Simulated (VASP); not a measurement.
Input of a VASP 6.6.1 run:

The input POSCAR:

```
CdTe
1.0
    0.0000000000      3.2821135562      3.2821135562
    3.2821135562      0.0000000000      3.2821135562
    3.2821135562      3.2821135562      0.0000000000
Cd Te
1 1
Direct
    0.0000000000      0.0000000000      0.0000000000
    0.2500000000      0.2500000000      0.2500000000
```

INCAR.step1

```
SYSTEM = CdTe
  PREC = Accurate
  ENCUT = 520
  ISMEAR = 0
  SIGMA = 0.1
  LREAL = .FALSE.
  LASPH = .TRUE.
  NELM = 100
  NBANDS = 16
  GGA = PE
  ALGO = Normal
  EDIFF = 1E-4
  LWAVE = .TRUE.
  LCHARG = .FALSE.
```

File INCAR.step2:

```
SYSTEM = CdTe
  PREC = Accurate
  ENCUT = 520
  EDIFF = 1E-6
  ISMEAR = 0
  SIGMA = 0.1
  LREAL = .FALSE.
  LASPH = .TRUE.
  NELM = 100
  ALGO = Normal
  ISIF = 2
  LWAVE = .FALSE.
  LCHARG = .TRUE.
  METAGGA = R2SCAN
  LMIXTAU = .TRUE.
  LELF = .TRUE.
  LVHAR = .TRUE.
  NBANDS = 16
  ISTART = 1
```

File KPOINTS:

```
regular mesh
0
G
  6 6 6
  0 0 0
```

Potentials or basis: VASP PAW PBE potentials, release 64 (Cd, Te).

Command:

```console
$ cat potpaw_PBE.64/Cd/POTCAR potpaw_PBE.64/Te/POTCAR > POTCAR
$ cp INCAR.step1 INCAR
$ mpirun -np 1 vasp_std > vasp.out
$ cp INCAR.step2 INCAR
$ mpirun -np 1 vasp_std > vasp.out
```

Problem. What does it give for the pressure?

Solution. 0.0 GPa.

Problem. What does it give for the band gap on the k mesh?

Solution. 1.15 eV, direct.

Caveat: the PAW data sets were made with another functional, which shifts forces and pressure a little; spin-orbit coupling is left out, which moves the levels of the heavy elements. r2SCAN opens gaps a little over a GGA but as a rule still falls short of measured ones.
